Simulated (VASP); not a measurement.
A run of VASP 6.6.1 is set up as follows.

INCAR

```
SYSTEM = SnO
PREC = Accurate
ENCUT = 520
EDIFF = 1E-6
ISMEAR = 0
SIGMA = 0.02
LREAL = .FALSE.
LASPH = .TRUE.
NELM = 100
ALGO = Normal
ISIF = 2
LWAVE = .FALSE.
LCHARG = .TRUE.
GGA = PE
LELF = .TRUE.
LVHAR = .TRUE.
NBANDS = 28
```

File KPOINTS:

```
regular mesh
0
G
  9 9 4
  0 0 0
```

Contents of POSCAR:

```
SnO
1.0
    3.3603838983      0.0000000000      0.0000000000
   -1.6801919491      2.9101778224      0.0000000000
    0.0000000000      0.0000000000      9.2160481631
Sn O
2 2
Direct
    0.3333333333      0.6666666667      0.3801329628
    0.6666666667      0.3333333333      0.8801329628
    0.3333333333      0.6666666667      0.9930019672
    0.6666666667      0.3333333333      0.4930019672
```

Potentials or basis: VASP PAW PBE potentials, release 64 (Sn_d, O).

The run is started by

```bash
$ cat potpaw_PBE.64/Sn_d/POTCAR potpaw_PBE.64/O/POTCAR > POTCAR
$ mpirun -np 1 vasp_std > vasp.out
```

Q: Predict the pressure.

A: 0.2 GPa.

Q: Estimate the band gap on the k mesh.

A: 1.46 eV, indirect (least direct gap 1.85 eV).

Forces in eV/Å, atoms in the order of the input:
```
Sn   0.000  0.000 -0.058
Sn   0.000  0.000 -0.058
O    0.000  0.000  0.058
O    0.000  0.000  0.058
```

Caveat: spin-orbit coupling is left out, which moves the levels of the heavy elements. Expect the measured gap to be larger: semilocal functionals such as PBE lack the derivative discontinuity.
